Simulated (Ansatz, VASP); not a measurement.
# Ag: VASP beside Ansatz

```
CELL_PARAMETERS angstrom
2.89207 0.00000 0.00000
-1.44603 2.50460 0.00000
0.00000 0.00000 10.02032
ATOMIC_POSITIONS crystal
Ag 0.33330 0.66670 0.25000
Ag 0.66660 0.33330 0.75000
Ag 0.00000 0.00000 0.00000
Ag 0.00000 0.00000 0.50000
```

Alike in both runs: task single point; functional r2SCAN; k mesh 7 × 7 × 2; occupations gaussian, width 0.035 eV; no spin polarisation.

|  | VASP | Ansatz |
| --- | --- | --- |
| version | VASP 6.6.1 | Ansatz 0.2.0 |
| potentials or method | VASP PAW PBE potentials, release 64 (Ag), cutoff 520 eV | PAW plane waves |
| valence electrons in the cell | 44 | 76 |

|  | VASP | Ansatz | Ansatz less VASP |
| --- | --- | --- | --- |
| gap on the k mesh at the Fermi level (eV) | none | none | - |
| pressure (GPa) | -3.8 | -3.9 | -0.07 |
| traceless stress, the component that is largest in VASP (GPa) | -3.52 | -3.47 | +0.043 |

VASP's potentials were made for PBE, not for r2SCAN. A gap of «none» marks a metal or a gap that the smearing closes. VASP's potentials hold 44 valence electrons a cell and Ansatz's 76, so a difference there can come from the potentials and not from the codes. Ansatz's warnings: structure snapped to symmetry.
